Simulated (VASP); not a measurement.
# LiBi (P4/mmm) in VASP: a series of runs

Runs on LiBi. Level: LDA. Tasks: single point.

Program: VASP 6.6.1. These are calculated values, not measurements. Logs are shortened: lines on timing, memory, paths and dates and some standing lists are left out, and cuts for length are marked.

## 1. The cell of the first run

It takes space group P4/mmm (No. 123, tetragonal). Conventional cell: a = 3.278 Å, b = 3.278 Å, c = 4.036 Å, α = 90.00°, β = 90.00°, γ = 90.00°. Within 4.1 Å of Li (site symmetry 4/mmm) lie 8 Bi at 3.07 Å and 6 Li at 3.28 to 4.04 Å. Within 4.1 Å of Bi (site symmetry 4/mmm) lie 8 Li at 3.07 Å and 6 Bi at 3.28 to 4.04 Å.

## 2. Single point, LDA

File INCAR:

```
PREC     = Accurate       # precision mode
ENCUT    = 520            # plane-wave cutoff, eV
EDIFF    = 1E-7           # SCF threshold, eV
ISMEAR   = 0              # smearing method
SIGMA    = 0.05           # smearing width, eV
LREAL    = False          # projectors in reciprocal space
LASPH    = True           # aspherical terms in the spheres
NELM     = 80             # most SCF steps
ALGO     = Normal         # electronic algorithm
ISIF     = 2              # what is computed and relaxed
LWAVE    = False          # write WAVECAR
LCHARG   = False          # write CHGCAR
NBANDS   = 16             # bands
```

File KPOINTS:

```
regular mesh
0
Gamma
  8 8 6
```

File POSCAR:

```
LiBi
1.0
    3.2782425611      0.0000000000      0.0000000000
    0.0000000000      3.2782425611      0.0000000000
    0.0000000000      0.0000000000      4.0360806140
Li Bi
1 1
Direct
    0.0000000000      0.0000000000      0.0000000000
    0.5000000000      0.5000000000      0.5000000000
```

Potentials or basis: VASP PAW LDA potentials, release 64 (Li_sv, Bi_d).

Run with:

```sh
$ cat potpaw_LDA.64/Li_sv/POTCAR potpaw_LDA.64/Bi_d/POTCAR > POTCAR
$ mpirun -np 1 vasp_std > vasp.out
```

OUTCAR:

```text
PREC = Accurate
   ENCUT = 520
   EDIFF = 1E-7
   ISMEAR = 0
   LREAL = False
   LASPH = True
   NELM = 80
   ISIF = 2

 ion  position               nearest neighbor table
   1  0.000  0.000  0.000-   2 3.07   2 3.07   2 3.07   2 3.07   2 3.07   2 3.07   2 3.07   2 3.07

   2  0.500  0.500  0.500-   1 3.07   1 3.07   1 3.07   1 3.07   1 3.07   1 3.07   1 3.07   1 3.07

  LATTYP: Found a simple tetragonal cell.
 ALAT       =     3.2782425611
 C/A-ratio  =     1.2311720499

  Lattice vectors:

 A1 = (   3.2782425611,   0.0000000000,   0.0000000000)
 A2 = (   0.0000000000,   3.2782425611,   0.0000000000)
 A3 = (   0.0000000000,   0.0000000000,   4.0360806140)

Analysis of symmetry for initial positions (statically):
=====================================================================
 Subroutine PRICEL returns:
 Original cell was already a primitive cell.

 Routine SETGRP: Setting up the symmetry group for a
 simple tetragonal supercell.

 Subroutine GETGRP returns: Found 16 space group operations
 (whereof 16 operations were pure point group operations)
 out of a pool of 16 trial point group operations.

The static configuration has the point symmetry D_4h.

Analysis of symmetry for dynamics (positions and initial velocities):
=====================================================================
 Subroutine PRICEL returns:
 Original cell was already a primitive cell.

 Routine SETGRP: Setting up the symmetry group for a
 simple tetragonal supercell.

 Subroutine GETGRP returns: Found 16 space group operations
 (whereof 16 operations were pure point group operations)
 out of a pool of 16 trial point group operations.

The dynamic configuration has the point symmetry D_4h.

 Subroutine INISYM returns: Found 16 space group operations
 (whereof 16 operations are pure point group operations),
 and found     1 'primitive' translations

----------------------------------------------------------------------------------------

                                     Primitive cell

  volume of cell :      43.3753

  direct lattice vectors                    reciprocal lattice vectors
     3.278242561  0.000000000  0.000000000     0.305041491  0.000000000  0.000000000
     0.000000000  3.278242561  0.000000000     0.000000000  0.305041491  0.000000000
     0.000000000  0.000000000  4.036080614     0.000000000  0.000000000  0.247765121

  length of vectors
     3.278242561  3.278242561  4.036080614     0.305041491  0.305041491  0.247765121

  position of ions in fractional coordinates (direct lattice)
     0.000000000  0.000000000  0.000000000
[... 80 lines left out ...]
   EDIFFG = 0.1E-05   stopping-criterion for IOM
   NSW    =      0    number of steps for IOM
   IBRION =     -1    ionic relax: 0-MD 1-quasi-New 2-CG
   NFREE  =      0    steps in history (QN), initial steepest desc. (CG)
   ISIF   =      2    stress and relaxation
   ISYM   =      2    0-nonsym 1-usesym 2-fastsym
   POTIM  = 0.5000    time-step for ionic-motion
   TEBEG  =    0.0;   TEEND  =   0.0 temperature during run
   PSTRESS=    0.0 pullay stress
   NELECT =      18.0000    total number of electrons
   NUPDOWN=      -1.0000    fix difference up-down
   EMIN   =  10.00;   EMAX   =-10.00  energy-range for DOS
   EFERMI =   0.00;   METHOD = LEGACY
   ISMEAR =     0;   SIGMA  =   0.05  broadening in eV -4-tet -1-fermi 0-gaus
   EFERMI_NEDOS =   21; number of points for ismear=-14 and -15
   IALGO  =     38    algorithm
   IMIX   =      4    mixing-type and parameters
     AMIX     =   0.40;   BMIX     =  1.00
     AMIX_MAG =   1.60;   BMIX_MAG =  1.00
  volume/ion in A,a.u.               =      21.69       146.36
  Fermi-wavevector in a.u.,A,eV,Ry     =   1.221101  2.307547 20.287487  1.491088
  Thomas-Fermi vector in A             =   2.356295
   LORBIT       =      0    0 simple, 1 ext, 2 COOP (PROOUT), +10 PAW based schemes
   GGA     = CA    functional components
   LHFCALC =     F    Hartree Fock is set to
   AEXX    =    0.0000 exact exchange contribution
   IVDW    =     0    specifies the selected vdW correction
   LEPSILON=     F    determine dielectric tensor
   LRPA    =     F    only Hartree local field effects (RPA)
 non-spin polarized calculation
 Gauss-broadening in eV      SIGMA  =   0.05
  energy-cutoff  :      520.00
  volume of cell :       43.38
 maximum number of plane-waves:      1192
   NGX = 13   NGY = 13   NGZ = 15

 number of electron      17.9999998 magnetization

 Free energy of the ion-electron system (eV)
  ---------------------------------------------------
  ext. energy  EPLUGINS =         0.00000000
  ---------------------------------------------------
  free energy    TOTEN  =        -7.50742062 eV

  energy without entropy =       -7.50615847  energy(sigma->0) =       -7.50678954

 E-fermi :   6.3107     XC(G=0):  -9.8867

 val. band max:        6.2992323332   @ k =   0.3750   0.2500   0.3333
 cond. band min:       6.3120823437   @ k =   0.5000   0.5000   0.3333
 fundamental gap:      0.0128500105
 Fermi energy:         6.3106821781

 k-point     1 :       0.0000    0.0000    0.0000
  band No.  band energies     occupation
      1     -39.5107      2.00000
      2     -16.5072      2.00000
      3     -16.3174      2.00000
      4     -16.2090      2.00000
      5     -16.1987      2.00000
      6     -16.1987      2.00000
[... 433 lines left out ...]
      3     -16.3060      2.00000
      4     -16.2938      2.00000
      5     -16.2060      2.00000
      6     -16.1407      2.00000
[... 8 lines left out ...]
     15      17.3934      0.00000
     16      17.5219      0.00000

 [... further k-points ...]

------------------------ aborting loop because EDIFF is reached ----------------------------------------

  FORCE on cell =-STRESS in cart. coord.  units (eV):
  Direction    XX          YY          ZZ          XY          YZ          ZX
  --------------------------------------------------------------------------------------
  -------------------------------------------------------------------------------------
  Total        0.3052458      0.3052458      0.1919356      0.0000000      0.0000000     -0.0000000
  in kB       11.2750460     11.2750460      7.0896381      0.0000000      0.0000000     -0.0000000
  external PRESSURE =       9.8799100 kB  Pullay stress =       0.0000000 kB

 VOLUME and BASIS-vectors are now :
 -----------------------------------------------------------------------------
  energy-cutoff  :      520.00
  volume of cell :       43.38
      direct lattice vectors                 reciprocal lattice vectors
     3.278242561  0.000000000  0.000000000     0.305041491  0.000000000  0.000000000
     0.000000000  3.278242561  0.000000000     0.000000000  0.305041491  0.000000000
     0.000000000  0.000000000  4.036080614     0.000000000  0.000000000  0.247765121

 POSITION                                       TOTAL-FORCE (eV/Angst)
 -----------------------------------------------------------------------------------
      0.00000      0.00000      0.00000         0.000000      0.000000      0.000000
      1.63912      1.63912      2.01804         0.000000      0.000000      0.000000
 -----------------------------------------------------------------------------------
    total drift:                                0.000000      0.000000     -0.000000

  FREE ENERGIE OF THE ION-ELECTRON SYSTEM (eV)
  ---------------------------------------------------
  free  energy   TOTEN  =        -7.5074206215 eV

  energy  without entropy=       -7.5061584661  energy(sigma->0) =       -7.50678954
```

stdout:

```text
POSCAR found type information on POSCAR LiBi
 POSCAR found :  2 types and       2 ions
 scaLAPACK will be used
 LDA part: xc-table for (Slater(with rela. corr.)+CA(PZ))
 , standard interpolation
 POSCAR, INCAR and KPOINTS ok, starting setup
 FFT: planning ... GRIDC
 FFT: planning ... GRID_SOFT
 FFT: planning ... GRID
 WAVECAR not read
 entering main loop
```

It took 16 s on 1 thread of Intel Xeon Platinum 8259CL at 2.50GHz (Skylake/Cascade Lake), shared host; peak memory 0.15 GiB.

Results:

| Quantity | Value |
| --- | --- |
| Free energy | -7.5074 eV |
| Band gap on the k mesh | zero (bands 9 and 10 overlap by 5.56 eV) |

Caveat: the cutoff is under 1.25 times the usual one of these potentials, so pressure, stress and relaxed cells hold a basis-set (Pulay) error; spin-orbit coupling is left out, which moves the levels of the heavy elements.

(Continued in part 2 of 2.)
